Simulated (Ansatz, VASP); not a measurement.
**BN: VASP beside Ansatz**

```
B N
1.0
     2.50804    0.00000    0.00000
    -1.24671    2.17623    0.00000
    -0.63067   -1.08812    3.02254
B N
1 1
Direct
  0.97964 0.98350 0.00181
  0.66851 0.33238 0.98500
```

Alike in both runs: task single point; functional PBEsol; dispersion D3(BJ); k mesh 1 × 1 × 1; occupations fermi-dirac, width 0.01 eV; no spin polarisation.

|  | VASP | Ansatz |
| --- | --- | --- |
| version | VASP 6.6.1 | Ansatz 0.2.0 |
| potentials or method | VASP PAW PBE potentials, release 64 (B, N), cutoff 520 eV | plane waves, PAW |
| valence electrons in the cell | 8 | 8 |

|  | VASP | Ansatz | Ansatz less VASP |
| --- | --- | --- | --- |
| gap on the k mesh at the Fermi level (eV) | 5.19 | 5.19 | +0.002 |

VASP's potentials were made for PBE, not for PBEsol.

The k mesh is coarse, so the values compare programs but aren't converged.
